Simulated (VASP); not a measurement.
# Fe2O3 (R-3c) in VASP: further runs, part 2 of 2

VASP 6.6.1. The steps go on from the part before.

## Step 4: Single point, PBEsol, collinear spin, ferromagnetic start

This run uses another cell than the first one, of 8.40 Å³/atom.

Input file INCAR:

```
SYSTEM = Fe2O3
PREC     = Accurate       ! precision mode
ENCUT    = 520            ! plane-wave cutoff, eV
EDIFF    = 1E-6           ! SCF threshold, eV
ISMEAR   = -1             ! smearing method
SIGMA    = 0.05           ! smearing width, eV
LREAL    = .False.        ! projectors in reciprocal space
LASPH    = .True.         ! aspherical terms in the spheres
NELM     = 150            ! most SCF steps
ALGO     = Normal         ! electronic algorithm
ISIF     = 2              ! what is computed and relaxed
LWAVE    = .False.        ! write WAVECAR
LCHARG   = .False.        ! write CHGCAR
ISPIN    = 2              ! spin polarisation
MAGMOM   = 3 3 3 3 0 0 0 0 0 0 ! initial moments
LORBIT   = 11             ! projections on sites
LMAXMIX  = 4              ! l up to which the mixer works
GGA      = PS             ! functional
NBANDS   = 49             ! bands
```

Input file KPOINTS:

```
regular mesh
0
Gamma
  7 7 7
  0 0 0
```

Input file POSCAR:

```
Fe2O3
1.0
    2.3488854616      1.3561296535      4.3969140223
   -2.3488854616      1.3561296535      4.3969140223
    0.0000000000     -2.7122593071      4.3969140223
Fe O
4 6
Direct
    0.3453676047      0.3453676047      0.3453676047
    0.1546323953      0.1546323953      0.1546323953
    0.6546323953      0.6546323953      0.6546323953
    0.8453676047      0.8453676047      0.8453676047
    0.5639137591      0.2500000000      0.9360862409
    0.2500000000      0.9360862409      0.5639137591
    0.9360862409      0.5639137591      0.2500000000
    0.4360862409      0.7500000000      0.0639137591
    0.7500000000      0.0639137591      0.4360862409
    0.0639137591      0.4360862409      0.7500000000
```

Potentials or basis: VASP PAW PBE potentials, release 64 (Fe, O).

The run is started by

```bash
cat potpaw_PBE.64/Fe/POTCAR potpaw_PBE.64/O/POTCAR > POTCAR
mpirun -np 1 vasp_std > vasp.out
```

OUTCAR:

```text
SYSTEM = Fe2O3
   PREC = Accurate
   ENCUT = 520
   EDIFF = 1E-6
   ISMEAR = -1
   LREAL = .False.
   LASPH = .True.
   NELM = 150
   ISIF = 2
   ISPIN = 2
   LORBIT = 11
   GGA = PS

 ion  position               nearest neighbor table
   1  0.345  0.345  0.345-   8 1.87  10 1.87   9 1.87   6 1.94   5 1.94   7 1.94   2 2.52   3 2.73
                             3 2.73   3 2.73
   2  0.155  0.155  0.155-   9 1.87  10 1.87   8 1.87   5 1.94   6 1.94   7 1.94   1 2.52   4 2.73
                             4 2.73   4 2.73
   3  0.655  0.655  0.655-   5 1.87   7 1.87   6 1.87   9 1.94   8 1.94  10 1.94   4 2.52   1 2.73
                             1 2.73   1 2.73
   4  0.845  0.845  0.845-   6 1.87   7 1.87   5 1.87   8 1.94   9 1.94  10 1.94   3 2.52   2 2.73
                             2 2.73   2 2.73
[... 2624 lines left out ...]
     -0.87419     -1.35613      5.49614         0.026469     -0.000000     -0.000000
 -----------------------------------------------------------------------------------
    total drift:                               -0.000000     -0.000000     -0.000000

  FREE ENERGIE OF THE ION-ELECTRON SYSTEM (eV)
  ---------------------------------------------------
  free  energy   TOTEN  =       -79.7466640848 eV

  energy  without entropy=      -79.6740893049  energy(sigma->0) =      -79.71037669

 total charge

# of ion       s       p       d       tot
------------------------------------------
    1        0.436   0.715   6.375   7.527
    2        0.436   0.715   6.375   7.527
    3        0.436   0.715   6.375   7.527
    4        0.436   0.715   6.375   7.527
    5        1.557   3.454   0.000   5.010
    6        1.557   3.454   0.000   5.010
    7        1.557   3.454   0.000   5.010
    8        1.557   3.454   0.000   5.010
    9        1.557   3.454   0.000   5.010
   10        1.557   3.454   0.000   5.010
--------------------------------------------------
tot         11.085  23.582  25.499  60.167

 magnetization (x)

# of ion       s       p       d       tot
------------------------------------------
    1        0.006   0.010   0.921   0.938
    2        0.006   0.010   0.921   0.938
    3        0.006   0.010   0.921   0.938
    4        0.006   0.010   0.921   0.938
    5        0.000   0.031   0.000   0.031
    6        0.000   0.031   0.000   0.031
    7        0.000   0.031   0.000   0.031
    8        0.000   0.031   0.000   0.031
    9        0.000   0.031   0.000   0.031
   10        0.000   0.031   0.000   0.031
--------------------------------------------------
tot          0.027   0.225   3.685   3.937
```

OSZICAR:

```text
N       E                     dE             d eps       ncg     rms          rms(c)
DAV:   1     0.824644986381E+03    0.82464E+03   -0.30907E+04  8640   0.171E+03
DAV:   2     0.317909083347E+02   -0.79285E+03   -0.71429E+03  9072   0.448E+02
DAV:   3    -0.905569045913E+02   -0.12235E+03   -0.11434E+03  9696   0.203E+02
DAV:   4    -0.965630758455E+02   -0.60062E+01   -0.59283E+01 10544   0.475E+01
DAV:   5    -0.967467342302E+02   -0.18366E+00   -0.18321E+00 10328   0.769E+00    0.520E+01
DAV:   6    -0.888167504999E+02    0.79300E+01   -0.11088E+02 12322   0.120E+02    0.436E+01
DAV:   7    -0.803081473198E+02    0.85086E+01   -0.44244E+01 11682   0.121E+02    0.205E+01
DAV:   8    -0.798736461254E+02    0.43450E+00   -0.92195E+00 11880   0.251E+01    0.755E+00
DAV:   9    -0.797439557297E+02    0.12969E+00   -0.69363E-01 14967   0.972E+00    0.336E+00
DAV:  10    -0.797488325101E+02   -0.48768E-02   -0.15404E-01 11516   0.458E+00    0.155E+00
DAV:  11    -0.797470018365E+02    0.18307E-02   -0.14881E-02 12391   0.108E+00    0.608E-01
DAV:  12    -0.797463682234E+02    0.63361E-03   -0.29055E-03 11717   0.489E-01    0.278E-01
DAV:  13    -0.797467734668E+02   -0.40524E-03   -0.91258E-04 12172   0.282E-01    0.167E-01
DAV:  14    -0.797466734245E+02    0.10004E-03   -0.21295E-04 12284   0.215E-01    0.763E-02
DAV:  15    -0.797466643606E+02    0.90639E-05   -0.35337E-05 10703   0.457E-02    0.423E-02
DAV:  16    -0.797466652893E+02   -0.92865E-06   -0.12366E-05  9014   0.474E-02    0.156E-02
DAV:  17    -0.797466638759E+02    0.14133E-05   -0.47435E-06  9630   0.196E-02    0.828E-03
DAV:  18    -0.797466640848E+02   -0.20885E-06   -0.57198E-07  5097   0.865E-03
   1 F= -.79746664E+02 E0= -.79710377E+02  d E =-.725748E-01  mag=     4.0002
```

stdout:

```text
POSCAR found type information on POSCAR FeO
 POSCAR found :  2 types and      10 ions
 scaLAPACK will be used
 -----------------------------------------------------------------------------
|                                                                             |
|                                                                             |
|     You enforced a specific xc type in the INCAR file but a different       |
|     I HOPE YOU KNOW WHAT YOU ARE DOING!                                     |
|                                                                             |
 -----------------------------------------------------------------------------

 LDA part: xc-table for (Slater+PW92), standard interpolation
 POSCAR, INCAR and KPOINTS ok, starting setup
 FFT: planning ... GRIDC
 FFT: planning ... GRID_SOFT
 FFT: planning ... GRID
 WAVECAR not read
 entering main loop
```

Run time: 19 min. Hardware: 1 thread of Intel Xeon 8259CL, shared host; peak memory 0.44 GiB.

What came out:

```yaml
Free_energy: -79.7467 eV
Pressure: 2.2 GPa
Largest_force: 0.046 eV/Å
Band_gap_on_the_k_mesh: zero (filled and empty bands overlap)
Net_moment: 4.00 μB per cell
Site_moments: Fe +0.94; O +0.03 μB
Valence_electrons_inside_the_program's_atomic_spheres: Fe 7.53; O 5.01
```

Forces in eV/Å, atoms in the order of the input:
```
Fe   0.000  0.000  0.046
Fe   0.000  0.000 -0.046
Fe   0.000  0.000 -0.046
Fe   0.000  0.000  0.046
O    0.013  0.023  0.000
O    0.013 -0.023  0.000
O   -0.026  0.000  0.000
O   -0.013 -0.023  0.000
O   -0.013  0.023  0.000
O    0.026  0.000  0.000
```

Levels at points of the mesh, in eV from the Fermi level:
Spin up:
```csv
k point,band 34,band 35,band 36,band 37,band 38,band 39
"(0.00, 0.00, 0.00)",-0.52,-0.52,-0.45,0.47,0.47,0.61
```
Spin down:
```
           k point  band 30  band 31  band 32  band 33  band 34  band 35
(0.00, 0.00, 0.00)    -0.71    -0.71    -0.38     0.33     0.33     0.42
```

Caveat: the PAW data sets were made with another functional, which shifts forces and pressure a little; semilocal functionals often make such compounds metallic where correlation or magnetic order opens a gap, which also shifts bond lengths; the run started ferromagnetic, and an antiferromagnetic order may lie lower in energy. With open d or f shells a metallic result of PBEsol can be an artefact of self-interaction; +U or a hybrid may open a gap.

## Step 5: Single point, PBE exchange alone, collinear spin, ferromagnetic start

This run uses another cell than the first one, of 9.89 Å³/atom.

Input file INCAR:

```
PREC = Accurate
ENCUT = 600
EDIFF = 1E-6
ISMEAR = -1
SIGMA = 0.05
LREAL = F
LASPH = T
NELM = 200
ALGO = Normal
ISIF = 2
LWAVE = F
LCHARG = T
ISPIN = 2
MAGMOM = 3 3 3 3 0 0 0 0 0 0
LORBIT = 11
LMAXMIX = 4
GGA = PE
ALDAC = 0.0
AGGAC = 0.0
LELF = T
LVHAR = T
NBANDS = 49
GGA_COMPAT = F
```

Input file KPOINTS:

```
Automatic mesh
0
Gamma
  7 7 7
```

Input file POSCAR:

```
Fe2O3
1.0
    2.5020934503      1.4445843271      4.5598558950
   -2.5020934503      1.4445843271      4.5598558950
    0.0000000000     -2.8891686542      4.5598558950
Fe O
4 6
Direct
    0.3553000000      0.3553000000      0.3553000000
    0.1447000000      0.1447000000      0.1447000000
    0.6447000000      0.6447000000      0.6447000000
    0.8553000000      0.8553000000      0.8553000000
    0.5559000000      0.2500000000      0.9441000000
    0.2500000000      0.9441000000      0.5559000000
    0.9441000000      0.5559000000      0.2500000000
    0.4441000000      0.7500000000      0.0559000000
    0.7500000000      0.0559000000      0.4441000000
    0.0559000000      0.4441000000      0.7500000000
```

The run is started by

```bash
cat potpaw_PBE.64/Fe/POTCAR potpaw_PBE.64/O/POTCAR > POTCAR
mpirun -np 1 vasp_std > vasp.out
```

Wall time 15 min (1 thread of Intel Xeon Platinum 8488C (Sapphire Rapids), shared host); peak memory 0.62 GiB.

It converged, with:

```
Free energy                                           : -63.0875 eV
Pressure                                              : 29.1 GPa
Largest force                                         : 0.440 eV/Å
Net moment                                            : 16.74 μB per cell
Site moments                                          : Fe +3.65; O +0.27 μB
Valence electrons inside the program's atomic spheres : Fe 6.86; O 5.03
```

Forces in eV/Å, atoms in the order of the input:
```
Fe   0.000  0.000 -0.440
Fe   0.000  0.000  0.440
Fe   0.000  0.000  0.440
Fe   0.000  0.000 -0.440
O    0.058  0.100  0.000
O    0.058 -0.100  0.000
O   -0.115  0.000  0.000
O   -0.058 -0.100  0.000
O   -0.058  0.100  0.000
O    0.115  0.000  0.000
```

Stress tensor (GPa, compression positive):
```
30.39  0.00  0.00
 0.00 30.39  0.00
 0.00  0.00 26.52
```

Levels at points of the mesh, in eV from the Fermi level:
Spin up:
```tsv
k point	band 39	band 40	band 41	band 42	band 43	band 44	band 45	band 46
(0.00, 0.00, 0.00)	-0.94	-0.94	-0.08	-0.08	0.50	0.50	4.16	8.10
```
Spin down:
```csv
k point,band 23,band 24,band 25,band 26,band 27,band 28,band 29,band 30
"(0.00, 0.00, 0.00)",-2.19,-2.17,-0.03,-0.02,-0.02,0.34,0.34,0.37
```

Caveat: the cell stands under pressure; semilocal functionals often make such compounds metallic where correlation or magnetic order opens a gap, which also shifts bond lengths; the run started ferromagnetic, and an antiferromagnetic order may lie lower in energy.

## Step 6: Relaxation of cell and atoms, LDA, collinear spin, ferromagnetic start

This run uses another cell than the first one, of 10.09 Å³/atom.

Input file INCAR:

```
SYSTEM = Fe2O3
  PREC = Accurate
  ENCUT = 600
  EDIFF = 1E-7
  ISMEAR = -1
  SIGMA = 0.05
  LREAL = .False.
  LASPH = .True.
  NELM = 200
  ALGO = Normal
  ISIF = 3
  LWAVE = .False.
  LCHARG = .False.
  ISPIN = 2
  MAGMOM = 3 3 3 3 0 0 0 0 0 0
  LORBIT = 11
  LMAXMIX = 4
  IBRION = 2
  NSW = 60
  EDIFFG = -0.01
  GGA_COMPAT = .False.
  NELMIN = 4
  KPAR = 4
```

Input file KPOINTS:

```
Automatic mesh
0
Gamma
  7 7 7
  0 0 0
```

Changes to POSCAR since step 5:

```diff
@@ -2,5 +2,5 @@
 1.0
-    2.5020934503      1.4445843271      4.5598558950
-   -2.5020934503      1.4445843271      4.5598558950
-    0.0000000000     -2.8891686542      4.5598558950
+    2.5190000000      1.4543453281      4.5906666667
+   -2.5190000000      1.4543453281      4.5906666667
+    0.0000000000     -2.9086906562      4.5906666667
 Fe O
```

Potentials or basis: VASP PAW LDA potentials, release 64 (Fe, O).

The run is started by

```bash
cat potpaw_LDA.64/Fe/POTCAR potpaw_LDA.64/O/POTCAR > POTCAR
mpirun -np 4 vasp_std > vasp.out
```

OUTCAR:

```text
SYSTEM = Fe2O3
   PREC = Accurate
   ENCUT = 600
   EDIFF = 1E-7
   ISMEAR = -1
   LREAL = .False.
   LASPH = .True.
   NELM = 200
   ISIF = 3
   ISPIN = 2
   LORBIT = 11
   IBRION = 2
   NSW = 60
   EDIFFG = -0.01
   NELMIN = 4

 ion  position               nearest neighbor table
   1  0.355  0.355  0.355-   9 1.95  10 1.95   8 1.95   7 2.12   5 2.12   6 2.12   2 2.90   3 2.97
                             3 2.97   3 2.97
   2  0.145  0.145  0.145-   8 1.95  10 1.95   9 1.95   7 2.12   5 2.12   6 2.12   1 2.90   4 2.97
                             4 2.97   4 2.97
   3  0.645  0.645  0.645-   6 1.95   7 1.95   5 1.95  10 2.12   9 2.12   8 2.12   4 2.90   1 2.97
                             1 2.97   1 2.97
   4  0.855  0.855  0.855-   5 1.95   7 1.95   6 1.95  10 2.12   9 2.12   8 2.12   3 2.90   2 2.97
                             2 2.97   2 2.97
   5  0.556  0.250  0.944-   4 1.95   3 1.95   1 2.12   2 2.12
   6  0.250  0.944  0.556-   3 1.95   4 1.95   1 2.12   2 2.12
[... 1650 lines left out ...]
      3     -13.0820      1.00000
      4     -13.0820      1.00000
      5     -12.8568      1.00000
      6     -12.8568      1.00000
[... 1204 lines left out ...]
  FREE ENERGIE OF THE ION-ELECTRON SYSTEM (eV)
  ---------------------------------------------------
  free  energy   TOTEN  =       -84.9693859043 eV

  energy  without entropy=      -84.8990406960  energy(sigma->0) =      -84.93421330

 reached required accuracy - stopping structural energy minimisation

 total charge

# of ion       s       p       d       tot
------------------------------------------
    1        0.449   0.746   6.421   7.616
    2        0.449   0.746   6.421   7.616
    3        0.449   0.746   6.421   7.616
    4        0.449   0.746   6.421   7.616
    5        1.547   3.467   0.000   5.013
    6        1.547   3.467   0.000   5.013
    7        1.547   3.467   0.000   5.013
    8        1.547   3.467   0.000   5.013
    9        1.547   3.467   0.000   5.013
   10        1.547   3.467   0.000   5.013
--------------------------------------------------
tot         11.076  23.783  25.684  60.542

 magnetization (x)

# of ion       s       p       d       tot
------------------------------------------
    1        0.006   0.011   0.908   0.925
    2        0.006   0.011   0.908   0.925
    3        0.006   0.011   0.908   0.925
    4        0.006   0.011   0.908   0.925
    5        0.000   0.036   0.000   0.036
    6        0.000   0.036   0.000   0.036
    7        0.000   0.036   0.000   0.036
    8        0.000   0.036   0.000   0.036
    9        0.000   0.036   0.000   0.036
   10        0.000   0.036   0.000   0.036
--------------------------------------------------
tot          0.026   0.258   3.631   3.915
```

CONTCAR:

```text
Fe2O3
   1.00000000000000
     2.3287363310415929    1.3444965476072988    4.3705592900102301
    -2.3287363310415929    1.3444965476072988    4.3705592900102301
    -0.0000000000000000   -2.6889930952145975    4.3705592900102301
  Fe              O
     4     6
Direct
     0.3456859384147420    0.3456859384147420    0.3456859384147420
     0.1543140615852580    0.1543140615852580    0.1543140615852580
     0.6543140615852580    0.6543140615852580    0.6543140615852580
     0.8456859384147420    0.8456859384147420    0.8456859384147420
     0.5641219234655436    0.2499999999999998    0.9358780765344566
     0.2500000000000003    0.9358780765344564    0.5641219234655434
     0.9358780765344561    0.5641219234655439    0.2500000000000000
     0.4358780765344562    0.7500000000000003    0.0641219234655436
     0.7499999999999997    0.0641219234655438    0.4358780765344564
     0.0641219234655440    0.4358780765344560    0.7500000000000000

  0.00000000E+00  0.00000000E+00  0.00000000E+00
  0.00000000E+00  0.00000000E+00  0.00000000E+00
  0.00000000E+00  0.00000000E+00  0.00000000E+00
  0.00000000E+00  0.00000000E+00  0.00000000E+00
  0.00000000E+00  0.00000000E+00  0.00000000E+00
  0.00000000E+00  0.00000000E+00  0.00000000E+00
  0.00000000E+00  0.00000000E+00  0.00000000E+00
  0.00000000E+00  0.00000000E+00  0.00000000E+00
  0.00000000E+00  0.00000000E+00  0.00000000E+00
  0.00000000E+00  0.00000000E+00  0.00000000E+00
```

Wall time 74 min (4 MPI ranks of AMD EPYC 7R43 (Zen 3), shared host); peak memory 0.48 GiB.

Results:

```
Free energy                                           : -84.9694 eV
Relaxed volume                                        : 8.21 Å³/atom
Relaxed cell                                          : a = 5.132 Å, b = 5.132 Å, c = 5.132 Å, α = 53.98°, β = 53.98°, γ = 53.98°
Space group after relaxing (to 0.1 Å)                 : R-3c (No. 167)
Energy gained by relaxing                             : 315.4 meV/atom
Ionic steps                                           : 17
Pressure after relaxing                               : 0.0 GPa
Largest force after relaxing                          : 0.004 eV/Å
Band gap on the k mesh                                : zero (filled and empty bands overlap)
Net moment                                            : 4.00 μB per cell
Site moments                                          : Fe +0.93; O +0.04 μB
Valence electrons inside the program's atomic spheres : Fe 7.62; O 5.01
```

Forces in eV/Å, atoms in the order of the input:
```
Fe   0.000  0.000 -0.001
Fe   0.000  0.000  0.001
Fe   0.000  0.000  0.001
Fe   0.000  0.000 -0.001
O   -0.002 -0.004  0.000
O   -0.002  0.004  0.000
O    0.004  0.000  0.000
O    0.002  0.004  0.000
O    0.002 -0.004  0.000
O   -0.004  0.000  0.000
```

The path:
| step | energy change (eV) | largest force (eV/Å) | pressure (GPa) | volume (Å³) |
| --- | --- | --- | --- | --- |
| 1 | 0.0000 | 1.1784 | -29.07 | 100.91 |
| 2 | -2.4985 | 1.1983 | 28.64 | 76.46 |
| 3 | -2.9134 | 1.3015 | 4.97 | 81.17 |
| 4 | -2.9163 | 1.3122 | -0.07 | 82.41 |
| 5 | -2.9198 | 1.3081 | 2.18 | 81.85 |
| 6 | -3.0945 | 0.4463 | 2.62 | 81.69 |
| 7 | -3.0946 | 0.4522 | 2.68 | 81.68 |
| 8 | -3.1273 | 0.0317 | -4.05 | 83.20 |
| 9 | -3.1303 | 0.1240 | -2.60 | 82.86 |
| 10 | -3.1482 | 0.0885 | 0.33 | 81.99 |
| 11 | -3.1483 | 0.0818 | 0.25 | 82.02 |
| 12 | -3.1523 | 0.0308 | 0.28 | 82.03 |
| 13 | -3.1534 | 0.0489 | 0.31 | 82.03 |
| 14 | -3.1536 | 0.0139 | -0.53 | 82.23 |
| 15 | -3.1538 | 0.0159 | -0.17 | 82.15 |
| 16 | -3.1538 | 0.0101 | 0.09 | 82.08 |
| 17 | -3.1538 | 0.0045 | 0.00 | 82.10 |

Final structure:
```
CELL_PARAMETERS angstrom
2.32874 1.34450 4.37056
-2.32874 1.34450 4.37056
0.00000 -2.68899 4.37056
ATOMIC_POSITIONS crystal
Fe 0.34569 0.34569 0.34569
Fe 0.15431 0.15431 0.15431
Fe 0.65431 0.65431 0.65431
Fe 0.84569 0.84569 0.84569
O 0.56412 0.25000 0.93588
O 0.25000 0.93588 0.56412
O 0.93588 0.56412 0.25000
O 0.43588 0.75000 0.06412
O 0.75000 0.06412 0.43588
O 0.06412 0.43588 0.75000
```

Caveat: the volume moved by over 15 % at a fixed basis, so the end points are rough; semilocal functionals often make such compounds metallic where correlation or magnetic order opens a gap, which also shifts bond lengths; the run started ferromagnetic, and an antiferromagnetic order may lie lower in energy.

## Step 7: Overview

```tsv
task	level	potentials or basis	cell	cutoff (eV)	gap on the mesh (eV)	pressure (GPa)	moment (μB)	largest force (eV/Å)
single point	PBE exchange alone	VASP PAW PBE potentials, release 64 (Fe, O)	a = 5.324 Å, angles 55.2°, 10 atoms, atomic positions A	600	none	36.6	15.18	0.79
single point	PBE+D4	VASP PAW PBE potentials, release 64 (Fe, O)	a = 5.194 Å, angles 54.4°, 10 atoms, atomic positions B	600	none	1.5	4.00	0.04
single point	PBEsol	VASP PAW PBE potentials, release 64 (Fe, O)	a = 5.166 Å, angles 54.1°, 10 atoms, atomic positions C	520	none	2.2	4.00	0.05
single point	PBE exchange alone	VASP PAW PBE potentials, release 64 (Fe, O)	a = 5.398 Å, angles 55.2°, 10 atoms, atomic positions A	600	none	29.1	16.74	0.44
relaxation of cell and atoms	LDA	VASP PAW LDA potentials, release 64 (Fe, O)	relaxed from a = 5.435 Å, angles 55.2°, 10 atoms, atomic positions A	600	none	0.0	4.00	-
```

Alike in all rows: spin collinear, ferromagnetic start; k mesh 7 × 7 × 7; smearing fermi-dirac 0.05 eV.

Caveats: semilocal functionals often make such compounds metallic where correlation or magnetic order opens a gap, which also shifts bond lengths; the run started ferromagnetic, and an antiferromagnetic order may lie lower in energy; the cell stands under pressure (at least some runs); the PAW data sets were made with another functional, which shifts forces and pressure a little (at least some runs); the volume moved by over 15 % at a fixed basis, so the end points are rough (at least some runs).

Total energies depend on the potentials used, so only differences within one code and one set of settings carry meaning.
